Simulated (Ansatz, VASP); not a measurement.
Two plane-wave programs on FeOsC4N4

File INCAR:

```
SYSTEM = FeOsC4N4
PREC = Accurate
ENCUT = 520
EDIFF = 1E-6
ISMEAR = 0
SIGMA = 0.1
LREAL = .False.
LASPH = .True.
NELM = 150
ALGO = Normal
ISIF = 2
LWAVE = .False.
LCHARG = .False.
ISPIN = 2
MAGMOM = 4 1 0 0 0 0 0 0 0 0
LORBIT = 11
LMAXMIX = 4
GGA = PE
NBANDS = 41
```

KPOINTS

```
Automatic mesh
0
Gamma
  4 4 4
  0 0 0
```

Contents of POSCAR:

```
FeOsC4N4
1.0
    5.8808898400      0.0000000000      0.0000000000
    0.0000000000      5.8808898400      0.0000000000
    0.0000000000      0.0000000000      5.8808898400
Fe Os C N
1 1 4 4
Direct
    0.0000000000      0.0000000000      0.0000000000
    0.5000000000      0.5000000000      0.5000000000
    0.1902611400      0.1902611400      0.1902611400
    0.1902611400      0.8097388600      0.8097388600
    0.8097388600      0.1902611400      0.8097388600
    0.8097388600      0.8097388600      0.1902611400
    0.3051246800      0.3051246800      0.3051246800
    0.3051246800      0.6948753200      0.6948753200
    0.6948753200      0.3051246800      0.6948753200
    0.6948753200      0.6948753200      0.3051246800
```

Input for Ansatz:

```yaml
crystal:
  lattice:
    - [5.88088984, 0.0, 0.0]
    - [0.0, 5.88088984, 0.0]
    - [0.0, 0.0, 5.88088984]
  atoms:
    - { symbol: Fe, position: [0.0, 0.0, 0.0], spin: 4.0 }
    - { symbol: Os, position: [0.5, 0.5, 0.5], spin: 1.0 }
    - { symbol: C, position: [0.19026114, 0.19026114, 0.19026114] }
    - { symbol: C, position: [0.19026114, 0.80973886, 0.80973886] }
    - { symbol: C, position: [0.80973886, 0.19026114, 0.80973886] }
    - { symbol: C, position: [0.80973886, 0.80973886, 0.19026114] }
    - { symbol: "N", position: [0.30512468, 0.30512468, 0.30512468] }
    - { symbol: "N", position: [0.30512468, 0.69487532, 0.69487532] }
    - { symbol: "N", position: [0.69487532, 0.30512468, 0.69487532] }
    - { symbol: "N", position: [0.69487532, 0.69487532, 0.30512468] }
basis:
  ecutwfc: 420
kpoints:
  mp_grid: { grid: [4, 4, 4] }
hamiltonian:
  xc: pbe
scf:
  occupations: { method: gaussian, width: 0.1 }
  lower_state_search: "off"
output:
  forces: true
  stress: true
  eigenvalues: true
  populations: true
magnetization:
  spin_polarized: true
```

Alike in both runs: task single point; functional PBE; k mesh 4 × 4 × 4; occupations gaussian, width 0.1 eV; collinear spin.

```csv
,VASP,Ansatz
version,VASP 6.6.1,Ansatz 0.2.0
potentials or method,"VASP PAW PBE potentials, release 64 (Fe, Os, C, N), cutoff 520 eV","scalar-relativistic, plane waves, PAW"
valence electrons in the cell,52,68
```

|  | VASP | Ansatz | Ansatz less VASP |
| --- | --- | --- | --- |
| gap on the k mesh at the Fermi level (eV) | none | none | - |
| pressure (GPa) | -0.5 | -1.2 | -0.72 |
| rms of the force components (eV/Å) | 1.510 | 1.388 | -0.1222 |
| net moment per atom (μB) | 0.20 | 0.20 | 0.000 |
| size of the moment on the site where the two differ most (μB) | 0.74 | 0.41 | -0.328 |

Site moments also hang on the region over which each program counts them. Atom by atom the forces differ by 0.127 eV/Å (rms over components). A gap of «none» marks a metal or a gap that the smearing closes. VASP's potentials hold 52 valence electrons a cell and Ansatz's 68, so a difference there can come from the potentials and not from the codes. Ansatz's warnings: seeded moment not kept.

Spin-orbit coupling is off throughout. Noted on VASP's run: the standard files for N, O and F lose accuracy on very short bonds.
